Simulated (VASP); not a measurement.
The system is Cr2Pd.

```xyz
3
Lattice="0.0000 2.6424 2.6424 2.6424 0.0000 2.6424 2.6424 2.6424 0.0000" Properties=species:S:1:pos:R:3 pbc="T T T"
Cr    1.3212    1.3212    1.3212
Cr    3.9636    3.9636    3.9636
Pd    0.0000    0.0000    0.0000
```

```yaml
Program: VASP 6.6.1
Task: relaxation of cell and atoms
Functional: PBE
Potentials_or_basis: VASP PAW PBE potentials, release 64 (Cr_pv, Pd)
Cutoff: 600 eV
k_mesh: 6 × 6 × 6
Occupations: gaussian, width 0.1 eV
Spin: no spin polarisation
```

At the start: pressure 67.7 GPa; volume 12.30 Å³/atom.

Where does the relaxation end?

Over 5 steps the energy falls by 575.4 meV/atom and the volume is 15.70 Å³/atom (+27.6 %); space group Fm-3m (No. 225, to 0.1 Å) before and after.

The path:
| step | energy change (eV) | largest force (eV/Å) | pressure (GPa) | volume (Å³) |
| --- | --- | --- | --- | --- |
| 1 | 0.0000 | 0.0000 | 67.69 | 36.90 |
| 2 | 1.2789 | 0.0000 | -25.39 | 72.19 |
| 3 | -1.7072 | 0.0000 | -4.30 | 48.46 |
| 4 | -1.7245 | 0.0000 | -1.34 | 47.50 |
| 5 | -1.7262 | 0.0000 | 0.03 | 47.09 |

Final structure:
```cif
data_structure
_symmetry_space_group_name_H-M 'P 1'
_symmetry_Int_Tables_number 1
_cell_length_a 4.0533
_cell_length_b 4.0533
_cell_length_c 4.0533
_cell_angle_alpha 60.000
_cell_angle_beta 60.000
_cell_angle_gamma 60.000
_cell_volume 47.09
loop_
_atom_site_label
_atom_site_type_symbol
_atom_site_fract_x
_atom_site_fract_y
_atom_site_fract_z
_atom_site_occupancy
Cr1 Cr 0.25000 0.25000 0.25000 1
Cr2 Cr 0.75000 0.75000 0.75000 1
Pd1 Pd 0.00000 0.00000 0.00000 1
```

Caveat: the volume moved by over 15 % at a fixed basis, so the end points are rough; the run has no spin polarisation, though such a crystal can be magnetic.
